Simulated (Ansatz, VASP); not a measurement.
**Ag in VASP and in Ansatz**

The input INCAR:

```
SYSTEM = Ag
ALGO = Fast
EDIFF = 1E-6
ENCUT = 520
GGA = PS
ISIF = 2
ISMEAR = 0
LASPH = .TRUE.
LCHARG = .FALSE.
LREAL = .FALSE.
LWAVE = .FALSE.
NBANDS = 18
NELM = 80
PREC = Accurate
SIGMA = 0.1
```

File KPOINTS:

```
k-points
0
G
  18 18 10
  0 0 0
```

File POSCAR:

```
Ag
1.0
    3.0427737065      0.0000000000      0.0000000000
   -1.5213868533      2.6351193278      0.0000000000
    0.0000000000      0.0000000000      4.6869671000
Ag
2
Direct
    0.3333333333      0.6666666667      0.2500000000
    0.6666666667      0.3333333333      0.7500000000
```

Input for Ansatz:

```yaml
crystal:
  lattice:
    - [3.0427737065, 0.0, 0.0]
    - [-1.5213868533, 2.6351193278, 0.0]
    - [0.0, 0.0, 4.6869671]
  atoms:
    - { symbol: Ag, position: [0.3333333333, 0.6666666667, 0.25] }
    - { symbol: Ag, position: [0.6666666667, 0.3333333333, 0.75] }
basis:
  ecutwfc: 420
kpoints:
  mp_grid: { grid: [18, 18, 10] }
hamiltonian:
  xc: pbesol
scf:
  occupations: { method: gaussian, width: 0.1 }
output:
  forces: true
  stress: true
  eigenvalues: true
```

Alike in both runs: task single point; functional PBEsol; k mesh 18 × 18 × 10; occupations gaussian, width 0.1 eV; no spin polarisation.

|  | VASP | Ansatz |
| --- | --- | --- |
| version | VASP 6.6.1 | Ansatz 0.2.0 |
| potentials or method | VASP PAW PBE potentials, release 64 (Ag), cutoff 520 eV | scalar-relativistic, plane waves, PAW |
| valence electrons in the cell | 22 | 38 |

VASP gave:

```
gap on the k mesh at the Fermi level (eV)                     : none
pressure (GPa)                                                : -9.6
traceless stress, the component that is largest in VASP (GPa) : 2.52
```

Question: Which values does Ansatz return?

Answer: gap on the k mesh at the Fermi level (eV): none; pressure (GPa): -9.6; traceless stress, the component that is largest in VASP (GPa): 2.54.

VASP's potentials were made for PBE, not for PBEsol. A gap of «none» marks a metal or a gap that the smearing closes. The functional is the same, so the differences come from potentials, cutoffs and numerics. VASP's potentials hold 22 valence electrons a cell and Ansatz's 38, so a difference there can come from the potentials and not from the codes.
